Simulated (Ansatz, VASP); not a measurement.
One calculation of CdHg5Te6, two programs

File INCAR:

```
SYSTEM = CdHg5Te6
PREC     = Accurate       ! precision mode
ENCUT    = 520            ! plane-wave cutoff, eV
EDIFF    = 1E-6           ! SCF threshold, eV
ISMEAR   = 0              ! smearing method
SIGMA    = 0.1            ! smearing width, eV
LREAL    = .False.        ! projectors in reciprocal space
LASPH    = .True.         ! aspherical terms in the spheres
NELM     = 60             ! most SCF steps
ALGO     = Normal         ! electronic algorithm
ISIF     = 2              ! what is computed and relaxed
LWAVE    = .False.        ! write WAVECAR
LCHARG   = .False.        ! write CHGCAR
GGA      = PE             ! functional
NBANDS   = 66             ! bands
```

File KPOINTS:

```
Automatic mesh
0
Gamma
  6 6 1
  0 0 0
```

Contents of POSCAR:

```
CdHg5Te6
1.0
    4.4209114000      0.0000000000      0.0000000000
   -2.2104557000      3.8286215800      0.0000000000
    0.0000000000      0.0000000000     21.6579542600
Cd Hg Te
1 5 6
Direct
    0.0000000000      0.0000000000      0.0000000000
    0.6666666700      0.3333333300      0.6666666700
    0.0000000000      0.0000000000      0.5000000000
    0.3333333300      0.6666666700      0.3333333300
    0.6666666700      0.3333333300      0.1666666700
    0.3333333300      0.6666666700      0.8333333300
    0.3333333300      0.6666666700      0.5833333300
    0.6666666700      0.3333333300      0.4166666700
    0.0000000000      0.0000000000      0.2500000000
    0.3333333300      0.6666666700      0.0833333300
    0.6666666700      0.3333333300      0.9166666700
    0.0000000000      0.0000000000      0.7500000000
```

Input for Ansatz:

```yaml
crystal:
  lattice:
    - [4.4209114, 0.0, 0.0]
    - [-2.2104557, 3.82862158, 0.0]
    - [0.0, 0.0, 21.65795426]
  atoms:
    - { symbol: Cd, position: [0.0, 0.0, 0.0] }
    - { symbol: Hg, position: [0.66666667, 0.33333333, 0.66666667] }
    - { symbol: Hg, position: [0.0, 0.0, 0.5] }
    - { symbol: Hg, position: [0.33333333, 0.66666667, 0.33333333] }
    - { symbol: Hg, position: [0.66666667, 0.33333333, 0.16666667] }
    - { symbol: Hg, position: [0.33333333, 0.66666667, 0.83333333] }
    - { symbol: Te, position: [0.33333333, 0.66666667, 0.58333333] }
    - { symbol: Te, position: [0.66666667, 0.33333333, 0.41666667] }
    - { symbol: Te, position: [0.0, 0.0, 0.25] }
    - { symbol: Te, position: [0.33333333, 0.66666667, 0.08333333] }
    - { symbol: Te, position: [0.66666667, 0.33333333, 0.91666667] }
    - { symbol: Te, position: [0.0, 0.0, 0.75] }
basis:
  ecutwfc: 420
kpoints:
  mp_grid: { grid: [6, 6, 1] }
hamiltonian:
  xc: pbe
scf:
  occupations: { method: gaussian, width: 0.1 }
  lower_state_search: "off"
output:
  forces: true
  stress: true
  eigenvalues: true
```

Alike in both runs: task single point; functional PBE; k mesh 6 × 6 × 1; occupations gaussian, width 0.1 eV; no spin polarisation.

|  | VASP | Ansatz |
| --- | --- | --- |
| version | VASP 6.6.1 | Ansatz 0.2.0 |
| potentials or method | VASP PAW PBE potentials, release 64 (Cd, Hg, Te), cutoff 520 eV | scalar-relativistic, plane waves, PAW |
| valence electrons in the cell | 108 | 216 |

```tsv
	VASP	Ansatz	Ansatz less VASP
gap on the k mesh at the Fermi level (eV)	none	none	-
pressure (GPa)	-2.2	-2.3	-0.07
traceless stress, the component that is largest in VASP (GPa)	0.11	0.09	-0.013
rms of the force components (eV/Å)	0.046	0.045	-0.0007
```

Atom by atom the forces differ by 0.001 eV/Å (rms over components). A gap of «none» marks a metal or a gap that the smearing closes. VASP's potentials hold 108 valence electrons a cell and Ansatz's 216, so a difference there can come from the potentials and not from the codes.

Neither program's run includes spin-orbit coupling.
